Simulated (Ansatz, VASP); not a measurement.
**WC: VASP beside Ansatz**

POSCAR

```
WC
1.0
    0.0000000000      2.3021091000      2.3021091000
    2.3021091000      0.0000000000      2.3021091000
    2.3021091000      2.3021091000      0.0000000000
W C
1 1
Direct
    0.0000000000      0.0000000000      0.0000000000
    0.7500000000      0.7500000000      0.7500000000
```

File INCAR.step1:

```
SYSTEM = WC
PREC     = Accurate       ! precision mode
ENCUT    = 600            ! plane-wave cutoff, eV
EDIFF    = 1E-5           ! SCF threshold, eV
ISMEAR   = -1             ! smearing method
SIGMA    = 0.05           ! smearing width, eV
LREAL    = .FALSE.        ! projectors in reciprocal space
LASPH    = .TRUE.         ! aspherical terms in the spheres
NELM     = 60             ! most SCF steps
ALGO     = Normal         ! electronic algorithm
LWAVE    = .TRUE.         ! write WAVECAR
LCHARG   = .FALSE.        ! write CHGCAR
GGA      = PE             ! functional
NBANDS   = 16             ! bands
```

The input INCAR.step2:

```
SYSTEM = WC
PREC     = Accurate       ! precision mode
ENCUT    = 600            ! plane-wave cutoff, eV
EDIFF    = 1E-6           ! SCF threshold, eV
ISMEAR   = -1             ! smearing method
SIGMA    = 0.05           ! smearing width, eV
LREAL    = .FALSE.        ! projectors in reciprocal space
LASPH    = .TRUE.         ! aspherical terms in the spheres
NELM     = 60             ! most SCF steps
ALGO     = Normal         ! electronic algorithm
ISIF     = 3              ! what is computed and relaxed
LWAVE    = .FALSE.        ! write WAVECAR
LCHARG   = .FALSE.        ! write CHGCAR
GGA      = PE             ! functional
LHFCALC  = .TRUE.         ! exact exchange
HFSCREEN = 0.2079         ! screening, 1/A
PRECFOCK = Normal       
IBRION   = 2              ! ionic algorithm
NSW      = 60             ! ionic steps
EDIFFG   = -0.01          ! ionic threshold
ISTART   = 1
```

File KPOINTS:

```
regular mesh
0
G
  5 5 5
  0 0 0
```

input

```
crystal:
  lattice:
    - [0.0, 2.3021091, 2.3021091]
    - [2.3021091, 0.0, 2.3021091]
    - [2.3021091, 2.3021091, 0.0]
  atoms:
    - { symbol: W, position: [0.0, 0.0, 0.0] }
    - { symbol: C, position: [0.75, 0.75, 0.75] }
hamiltonian:
  xc: hse06
  pseudopotentials: { kind: paw }
kpoints:
  mp_grid: { grid: [5, 5, 5] }
scf:
  occupations: { method: fermi_dirac, width: 0.05 }
output:
  forces: true
  stress: true
  eigenvalues: true
relax:
  f_tol: 0.01
  max_steps: 40
  cell: { stress_tol: 0.05 }
```

Alike in both runs: task relaxation of cell and atoms; functional HSE06; k mesh 5 × 5 × 5; occupations fermi-dirac, width 0.05 eV; no spin polarisation.

|  | VASP | Ansatz |
| --- | --- | --- |
| version | VASP 6.6.1 | Ansatz 0.2.0 |
| potentials or method | VASP PAW PBE potentials, release 64 (W_sv, C) | Ansatz PAW |
| plane-wave cutoff (eV) | 600 | 420 |
| valence electrons in the cell | 18 | 18 |

```tsv
	VASP	Ansatz	Ansatz less VASP
gap on the k mesh at the Fermi level, each at its own relaxed structure (eV)	none	none	-
relaxed volume (Å³/atom)	12.66	12.65	-0.007
relaxed cell length with the largest relative difference (Å)	3.296	3.295	-0.0006
```

A gap of «none» marks a metal or a gap that the smearing closes.

The k mesh is coarse, so the values compare programs but aren't converged. Neither program's run includes spin-orbit coupling. Noted on Ansatz's run: the plane-wave basis is chosen anew once the cell has moved, so the energies of steps on either side of that aren't comparable.
